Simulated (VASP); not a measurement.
Crystal: NaF.

```xyz
2
Lattice="2.7935 0.0000 0.0000 0.0000 2.7935 0.0000 0.0000 0.0000 2.7935" Properties=species:S:1:pos:R:3 pbc="T T T"
Na    0.0000    0.0000    0.0000
F     1.3967    1.3967    1.3967
```

Base run:

| Property | Result |
| --- | --- |
| Program | VASP 6.6.1 |
| Functional | PBE0 |
| Potentials or basis | VASP PAW PBE potentials, release 64 (Na_pv, F) |
| Cutoff | 520 eV |
| k mesh | 6 × 6 × 6 |
| Occupations | gaussian, width 0.01 eV |
| Spin | no spin polarisation |

Its results: band gap on the k mesh 9.07 eV (least direct gap 9.42 eV); pressure 1.8 GPa.

**Question.** The run is repeated on the same cell with these changes: functional from PBE0 to HSE06. What comes out?

**Answer.** Band gap on the k mesh 8.30 eV (least direct gap 8.65 eV); pressure 1.9 GPa.

Caveats: the PAW data sets were made with another functional, which shifts forces and pressure a little.

A k mesh can miss the band edges.
